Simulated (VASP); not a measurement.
Input of a VASP 6.6.1 run:

File INCAR:

```
SYSTEM = NiO
PREC     = Accurate       ! precision mode
ENCUT    = 700            ! plane-wave cutoff, eV
EDIFF    = 1E-6           ! SCF threshold, eV
ISMEAR   = 0              ! smearing method
SIGMA    = 0.05           ! smearing width, eV
LREAL    = .FALSE.        ! projectors in reciprocal space
LASPH    = .TRUE.         ! aspherical terms in the spheres
NELM     = 200            ! most SCF steps
ALGO     = Normal         ! electronic algorithm
ISIF     = 2              ! what is computed and relaxed
LWAVE    = .FALSE.        ! write WAVECAR
LCHARG   = .TRUE.         ! write CHGCAR
ISPIN    = 2              ! spin polarisation
MAGMOM   = 1.9 0.22       ! initial moments
LORBIT   = 11             ! projections on sites
LMAXMIX  = 4              ! l up to which the mixer works
LDAU     = .TRUE.         ! DFT+U
LDAUTYPE = 2            
LDAUL    = 2 -1           ! shell
LDAUU    = 6.2 0          ! U, eV
LDAUJ    = 0 0          
LDAUPRINT= 1            
GGA      = PE             ! functional
LELF     = .TRUE.         ! ELF
LVHAR    = .TRUE.       
NBANDS   = 23             ! bands
GGA_COMPAT= .FALSE.
```

File KPOINTS:

```
regular mesh
0
G
  10 10 10
  0 0 0
```

The input POSCAR:

```
NiO
1.0
    1.4899188549      0.8602050520      2.4322122159
   -1.4899188549      0.8602050520      2.4322122159
    0.0000000000     -1.7204101039      2.4322122159
Ni O
1 1
Direct
    1.0000000000      0.0000000000      0.0000000000
    0.5000000000      0.5000000000      0.5000000000
```

Potentials or basis: VASP PAW PBE potentials, release 64 (Ni_sv_GW, O).

Command:

```bash
$ cat potpaw_PBE.64/Ni_sv_GW/POTCAR potpaw_PBE.64/O/POTCAR > POTCAR
$ mpirun -np 1 vasp_std > vasp.out
```

**Question.** Predict the site moments.

**Answer.** Ni +1.79; O +0.17 μB.

**Question.** Estimate the net moment.

**Answer.** 2.00 μB per cell.

**Question.** Predict the band gap on the k mesh.

**Answer.** 2.20 eV (least direct gap 3.40 eV).

Eigenvalues of the final occupation matrices:
```tsv
site	spin	trace	eigenvalues
site 1 d	1	4.75	0.94 0.94 0.94 0.97 0.97
site 1 d	2	2.98	0.09 0.09 0.93 0.93 0.93
```

Caveat: a cell with one magnetic atom can't hold antiferromagnetic order, which such compounds often take. The state reached can hang on the start; a lower one may exist.
